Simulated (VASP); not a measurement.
A run of VASP 6.6.1 is set up as follows.

The input INCAR:

```
ALGO = Normal
EDIFF = 1E-7
ENCUT = 520
GGA = PE
ISIF = 2
ISMEAR = 0
LASPH = T
LCHARG = T
LELF = T
LREAL = F
LVHAR = T
LWAVE = F
NBANDS = 28
NELM = 100
PREC = Accurate
SIGMA = 0.1
```

KPOINTS

```
k-points
0
Gamma
  8 8 8
```

POSCAR

```
Ca3BF
1.0
    5.2358803852      0.0000000000      0.0000000000
    0.0000000000      5.2358803852      0.0000000000
    0.0000000000      0.0000000000      5.2358803852
Ca B F
3 1 1
Direct
    0.0000000000      0.5000000000      0.5000000000
    0.5000000000      0.0000000000      0.5000000000
    0.5000000000      0.5000000000      0.0000000000
    0.5000000000      0.5000000000      0.5000000000
    0.0000000000      0.0000000000      0.0000000000
```

Potentials or basis: VASP PAW PBE potentials, release 64 (Ca_sv, B, F).

Command:

```bash
$ cat potpaw_PBE.64/Ca_sv/POTCAR potpaw_PBE.64/B/POTCAR potpaw_PBE.64/F/POTCAR > POTCAR
$ mpirun -np 1 vasp_std > vasp.out
```

Problem. Predict the pressure.

Solution. 0.1 GPa.

Problem. Estimate the band gap on the k mesh.

Solution. Zero (band 20 reaches 2.19 eV, above the bottom of band 21 at 1.92 eV).
